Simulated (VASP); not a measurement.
Here is a VASP 6.6.1 calculation.

INCAR

```
SYSTEM = C
PREC     = Accurate       ! precision mode
ENCUT    = 520            ! plane-wave cutoff, eV
EDIFF    = 1E-7           ! SCF threshold, eV
ISMEAR   = 0              ! smearing method
SIGMA    = 0.05           ! smearing width, eV
LREAL    = .False.        ! projectors in reciprocal space
LASPH    = .True.         ! aspherical terms in the spheres
NELM     = 100            ! most SCF steps
ALGO     = Normal         ! electronic algorithm
ISIF     = 2              ! what is computed and relaxed
LWAVE    = .False.        ! write WAVECAR
LCHARG   = .False.        ! write CHGCAR
GGA      = PE             ! functional
NBANDS   = 11             ! bands
```

The input KPOINTS:

```
Automatic mesh
0
Gamma
  12 12 12
  0 0 0
```

Contents of POSCAR:

```
C
1.0
    0.0000000000      1.8279850000      1.7834000000
    1.8279850000      0.0000000000      1.7834000000
    1.8279850000      1.8279850000      0.0000000000
C
2
Direct
    0.5000000000      0.5000000000      0.5000000000
    0.7500000000      0.7500000000      0.7500000000
```

Potentials or basis: VASP PAW PBE potentials, release 64 (C).

Command:

```sh
$ cat potpaw_PBE.64/C/POTCAR > POTCAR
$ mpirun -np 1 vasp_std > vasp.out
```

(1) Predict the band gap on the k mesh.

(2) Estimate the pressure.

Results:

(1) 3.44 eV, indirect (least direct gap 5.03 eV).

(2) -17.5 GPa.

Caveat: the cell differs from its parent crystal (strain +0.0250 x Voigt [1, 1, 0, 0, 0, 0]).
